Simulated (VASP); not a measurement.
# Ta (Im-3m) in VASP: single point with PBEsol

Aim: the single point of Ta with PBEsol.

Program: VASP 6.6.1. These are calculated values, not measurements. Logs are shortened: lines on timing, memory, paths and dates and some standing lists are left out, and cuts for length are marked.

## Step 1: The cell of the first run

The structure is cubic, space group Im-3m (No. 229). Conventional cell: a = 3.280 Å, b = 3.280 Å, c = 3.280 Å, α = 90.00°, β = 90.00°, γ = 90.00°. Within 3.7 Å of Ta (site symmetry m-3m) lie 14 Ta at 2.84 to 3.28 Å.

## Step 2: Single point, PBEsol

Contents of INCAR:

```
PREC     = Accurate       # precision mode
ENCUT    = 520            # plane-wave cutoff, eV
EDIFF    = 1E-6           # SCF threshold, eV
ISMEAR   = 0              # smearing method
SIGMA    = 0.1            # smearing width, eV
LREAL    = F              # projectors in reciprocal space
LASPH    = T              # aspherical terms in the spheres
NELM     = 60             # most SCF steps
ALGO     = Normal         # electronic algorithm
ISIF     = 2              # what is computed and relaxed
LWAVE    = F              # write WAVECAR
LCHARG   = T              # write CHGCAR
GGA      = PS             # functional
LELF     = T              # ELF
LVHAR    = T            
NBANDS   = 12             # bands
```

Contents of KPOINTS:

```
Automatic mesh
0
Gamma
  18 18 18
```

Contents of POSCAR:

```
Ta
1.0
   -1.6402286357      1.6402286357      1.6402286357
    1.6402286357     -1.6402286357      1.6402286357
    1.6402286357      1.6402286357     -1.6402286357
Ta
1
Direct
    0.0000000000      0.0000000000      0.0000000000
```

Potentials or basis: VASP PAW PBE potentials, release 64 (Ta_pv).

On the command line:

```sh
> cat potpaw_PBE.64/Ta_pv/POTCAR > POTCAR
> mpirun -np 1 vasp_std > vasp.out
```

OUTCAR:

```text
PREC = Accurate
   ENCUT = 520
   EDIFF = 1E-6
   ISMEAR = 0
   LREAL = F
   LASPH = T
   NELM = 60
   ISIF = 2
   GGA = PS

 ion  position               nearest neighbor table
   1  0.000  0.000  0.000-

  LATTYP: Found a body centered cubic cell.
 ALAT       =     3.2804572714

  Lattice vectors:

 A1 = (  -1.6402286357,   1.6402286357,   1.6402286357)
 A2 = (   1.6402286357,  -1.6402286357,   1.6402286357)
 A3 = (   1.6402286357,   1.6402286357,  -1.6402286357)

Analysis of symmetry for initial positions (statically):
=====================================================================
 Subroutine PRICEL returns:
 Original cell was already a primitive cell.

 Routine SETGRP: Setting up the symmetry group for a
 body centered cubic supercell.

 Subroutine GETGRP returns: Found 48 space group operations
[... 9 lines left out ...]

 Routine SETGRP: Setting up the symmetry group for a
 body centered cubic supercell.

 Subroutine GETGRP returns: Found 48 space group operations
[... 11 lines left out ...]
                                     Primitive cell

  volume of cell :      17.6512

  direct lattice vectors                    reciprocal lattice vectors
    -1.640228636  1.640228636  1.640228636     0.000000000  0.304835551  0.304835551
     1.640228636 -1.640228636  1.640228636     0.304835551  0.000000000  0.304835551
     1.640228636  1.640228636 -1.640228636     0.304835551  0.304835551  0.000000000

  length of vectors
     2.840959333  2.840959333  2.840959333     0.431102571  0.431102571  0.431102571

  position of ions in fractional coordinates (direct lattice)
     0.000000000  0.000000000  0.000000000

  ion indices of the primitive-cell ions
   primitive index   ion index
                 1           1

----------------------------------------------------------------------------------------

 KPOINTS: Automatic mesh

Automatic generation of k-mesh.
 Grid dimensions read from file:
 generate k-points for:   18   18   18

 Generating k-lattice:

  Cartesian coordinates                     Fractional coordinates (reciprocal lattice)
     0.000000000  0.016935308  0.016935308     0.055555556  0.000000000  0.000000000
     0.016935308  0.000000000  0.016935308     0.000000000  0.055555556  0.000000000
     0.016935308  0.016935308  0.000000000     0.000000000  0.000000000  0.055555556

  Length of vectors
     0.023950143  0.023950143  0.023950143

  Shift w.r.t. Gamma in fractional coordinates (k-lattice)
     0.000000000  0.000000000  0.000000000

 Subroutine IBZKPT returns following result:
 ===========================================

 Found    195 irreducible k-points:

 Following reciprocal coordinates:
            Coordinates               Weight
  0.000000  0.000000  0.000000      1.000000
  0.055556  0.000000  0.000000     12.000000
  0.111111  0.000000  0.000000     12.000000
  0.166667  0.000000  0.000000     12.000000
  0.222222  0.000000  0.000000     12.000000
  0.277778  0.000000  0.000000     12.000000
[... 16 lines left out ...]
  0.333333  0.111111 -0.000000     48.000000
  0.388889  0.111111  0.000000     48.000000
 [... further k-points ...]
   k-points           NKPTS =    195   k-points in BZ     NKDIM =    195   number of bands    NBANDS=     12
   number of dos      NEDOS =    301   number of ions     NIONS =      1
   total plane-waves  NPLWV =  13824
   dimension x,y,z NGX =    24 NGY =   24 NGZ =   24
   dimension x,y,z NGXF=    48 NGYF=   48 NGZF=   48
   ions per type =               1
   NGX,Y,Z   is equivalent  to a cutoff of  14.04, 14.04, 14.04 a.u.
   NGXF,Y,Z  is equivalent  to a cutoff of  28.09, 28.09, 28.09 a.u.
 SYSTEM =  unknown system
   PREC   = accura    normal or accurate (medium, high low for compatibility)
   ISTART =      0    job   : 0-new  1-cont  2-samecut
   ICHARG =      2    charge: 1-file 2-atom 10-const
   ISPIN  =      1    spin polarized calculation?
   LNONCOLLINEAR =      F non collinear calculations
   LSORBIT =      F    spin-orbit coupling
   LASPH  =      T    aspherical Exc in radial PAW
   ENCUT  =  520.0 eV  38.22 Ry    6.18 a.u.   5.28  5.28  5.28*2*pi/ulx,y,z
   NELM   =     60;   NELMIN=  2; NELMDL= -5     # of ELM steps
   EDIFF  = 0.1E-05   stopping-criterion for ELM
   LREAL  =      F    real-space projection
[... 7 lines left out ...]
   TEBEG  =    0.0;   TEEND  =   0.0 temperature during run
   PSTRESS=    0.0 pullay stress
   NELECT =      11.0000    total number of electrons
   NUPDOWN=      -1.0000    fix difference up-down
   EMIN   =  10.00;   EMAX   =-10.00  energy-range for DOS
   EFERMI =   0.00;   METHOD = LEGACY
   ISMEAR =     0;   SIGMA  =   0.10  broadening in eV -4-tet -1-fermi 0-gaus
   EFERMI_NEDOS =   21; number of points for ismear=-14 and -15
   IALGO  =     38    algorithm
   IMIX   =      4    mixing-type and parameters
     AMIX     =   0.40;   BMIX     =  1.00
     AMIX_MAG =   1.60;   BMIX_MAG =  1.00
  volume/ion in A,a.u.               =      17.65       119.12
  Fermi-wavevector in a.u.,A,eV,Ry     =   1.398346  2.642491 26.604448  1.955372
  Thomas-Fermi vector in A             =   2.521513
   LORBIT       =      0    0 simple, 1 ext, 2 COOP (PROOUT), +10 PAW based schemes
   GGA     = PS    functional components
   LHFCALC =     F    Hartree Fock is set to
   AEXX    =    0.0000 exact exchange contribution
   IVDW    =     0    specifies the selected vdW correction
   LEPSILON=     F    determine dielectric tensor
   LRPA    =     F    only Hartree local field effects (RPA)
 non-spin polarized calculation
 Gauss-broadening in eV      SIGMA  =   0.10
  energy-cutoff  :      520.00
  volume of cell :       17.65
 maximum number of plane-waves:       490
 NGX is ok and might be reduce to    24
   NGX = 11   NGY = 11   NGZ = 11

 number of electron      11.0000002 magnetization

 Free energy of the ion-electron system (eV)
  ---------------------------------------------------
  ext. energy  EPLUGINS =         0.00000000
  ---------------------------------------------------
  free energy    TOTEN  =       -12.55538105 eV

  energy without entropy =      -12.54943691  energy(sigma->0) =      -12.55240898

 E-fermi :   5.4933     XC(G=0): -12.8318

 val. band max:        5.4926925846   @ k =  -0.2778   0.3889   0.1111
 cond. band min:       5.4960844975   @ k =  -0.1667   0.2222   0.0556
 fundamental gap:      0.0033919129
 Fermi energy:         5.4932567302

 k-point     1 :       0.0000    0.0000    0.0000
  band No.  band energies     occupation
      1     -27.4571      2.00000
      2     -27.4571      2.00000
      3     -27.4571      2.00000
      4      -2.5223      2.00000
      5       6.2056      0.00000
      6       6.2056      0.00000
      7       6.2056      0.00000
      8       9.5480      0.00000
      9       9.5480      0.00000
     10      20.2206      0.00000
     11      20.6206      0.00000
     12      20.6206      0.00000

 k-point     2 :       0.0556    0.0000    0.0000
  band No.  band energies     occupation
      1     -27.4988      2.00000
      2     -27.4698      2.00000
      3     -27.4574      2.00000
      4      -2.3798      2.00000
      5       6.1124      0.00000
      6       6.1798      0.00000
      7       6.3450      0.00000
      8       9.3932      0.00000
      9       9.5479      0.00000
     10      20.2206      0.00000
     11      20.7510      0.00000
     12      20.8692      0.00000

 k-point     3 :       0.1111    0.0000    0.0000
  band No.  band energies     occupation
      1     -27.6174      2.00000
      2     -27.5063      2.00000
      3     -27.4581      2.00000
      4      -1.9679      2.00000
      5       5.8558      0.00000
      6       6.0701      0.00000
      7       6.7587      0.00000
      8       9.0707      0.00000
      9       9.5555      0.00000
     10      20.2199      0.00000
     11      21.0810      0.00000
     12      21.5899      0.00000

 k-point     4 :       0.1667    0.0000    0.0000
  band No.  band energies     occupation
      1     -27.7951      2.00000
      2     -27.5616      2.00000
      3     -27.4592      2.00000
      4      -1.3347      2.00000
      5       5.4921      1.01312
      6       5.8246      0.00000
      7       7.4339      0.00000
      8       8.8513      0.00000
      9       9.5910      0.00000
     10      20.2188      0.00000
     11      21.3777      0.00000
     12      22.7202      0.00000

 k-point     5 :       0.2222    0.0000    0.0000
  band No.  band energies     occupation
      1     -28.0067      2.00000
      2     -27.6288      2.00000
      3     -27.4606      2.00000
      4      -0.5707      2.00000
      5       5.0856      2.00000
      6       5.5040      0.87962
      7       8.3474      0.00000
      8       8.8695      0.00000
      9       9.6753      0.00000
     10      20.2159      0.00000
     11      21.1990      0.00000
     12      23.0684      0.00000
[... 228 lines left out ...]
      1     -28.2535      2.00000
      2     -27.7120      2.00000
      3     -27.5132      2.00000
      4       0.5371      2.00000
      5       4.6660      2.00000
      6       4.9990      2.00000
      7       8.6820      0.00000
      8      10.0220      0.00000
      9      10.1860      0.00000
     10      20.1787      0.00000
     11      20.5045      0.00000
     12      22.1215      0.00000

 k-point    22 :       0.2778    0.1111    0.0000
  band No.  band energies     occupation
      1     -28.4218      2.00000
      2     -27.7909      2.00000
      3     -27.5170      2.00000
      4       1.1028      2.00000
      5       4.3588      2.00000
      6       5.1097      2.00000
      7       8.9685      0.00000
      8      10.3133      0.00000
      9      11.2936      0.00000
     10      19.2659      0.00000
     11      20.2132      0.00000
     12      20.8053      0.00000

 k-point    23 :       0.3333    0.1111   -0.0000
  band No.  band energies     occupation
      1     -28.5553      2.00000
      2     -27.8558      2.00000
      3     -27.5196      2.00000
      4       1.3600      2.00000
      5       4.1361      2.00000
      6       5.5991      0.13433
      7       9.2359      0.00000
      8      10.4437      0.00000
      9      12.5554      0.00000
     10      18.1938      0.00000
     11      19.4432      0.00000
     12      20.2495      0.00000

 k-point    24 :       0.3889    0.1111    0.0000
  band No.  band energies     occupation
      1     -28.6408      2.00000
      2     -27.8982      2.00000
      3     -27.5212      2.00000
      4       1.4131      2.00000
      5       3.9992      2.00000
      6       6.2131      0.00000
      7       9.3053      0.00000
      8      10.6406      0.00000
      9      13.5910      0.00000
     10      17.2569      0.00000
     11      18.6484      0.00000
     12      20.2388      0.00000

 [... further k-points ...]

------------------------ aborting loop because EDIFF is reached ----------------------------------------

  FORCE on cell =-STRESS in cart. coord.  units (eV):
  Direction    XX          YY          ZZ          XY          YZ          ZX
  --------------------------------------------------------------------------------------
  -------------------------------------------------------------------------------------
  Total        0.0208790      0.0208790      0.0208790     -0.0000000     -0.0000000      0.0000000
  in kB        1.8951660      1.8951660      1.8951660     -0.0000000     -0.0000000      0.0000000
  external PRESSURE =       1.8951660 kB  Pullay stress =       0.0000000 kB

 VOLUME and BASIS-vectors are now :
 -----------------------------------------------------------------------------
  energy-cutoff  :      520.00
  volume of cell :       17.65
      direct lattice vectors                 reciprocal lattice vectors
    -1.640228636  1.640228636  1.640228636     0.000000000  0.304835551  0.304835551
     1.640228636 -1.640228636  1.640228636     0.304835551  0.000000000  0.304835551
     1.640228636  1.640228636 -1.640228636     0.304835551  0.304835551  0.000000000

 POSITION                                       TOTAL-FORCE (eV/Angst)
 -----------------------------------------------------------------------------------
      0.00000      0.00000      0.00000         0.000000      0.000000     -0.000000
 -----------------------------------------------------------------------------------
    total drift:                                0.000000      0.000000      0.000000

  FREE ENERGIE OF THE ION-ELECTRON SYSTEM (eV)
  ---------------------------------------------------
  free  energy   TOTEN  =       -12.5553810528 eV

  energy  without entropy=      -12.5494369137  energy(sigma->0) =      -12.55240898
```

Wall time 10 s (1 thread of Intel Xeon 6975P-C (Granite Rapids), shared host); peak memory 0.16 GiB.

What came out:

```
Free energy : -12.5554 eV
Pressure    : 0.2 GPa
```

Levels at points of the mesh, in eV from the Fermi level:
```tsv
k point	band 3	band 4	band 5	band 6	band 7	band 8
(0.00, 0.00, 0.00)	-32.95	-8.02	0.71	0.71	0.71	4.05
(0.50, 0.00, 0.00)	-32.96	-4.49	-1.62	1.70	3.95	5.00
(0.50, 0.50, 0.50)	-33.83	-3.94	-3.94	7.00	7.00	7.00
```

Caveat: the PAW data sets were made with another functional, which shifts forces and pressure a little; spin-orbit coupling is left out, which moves the levels of the heavy elements.
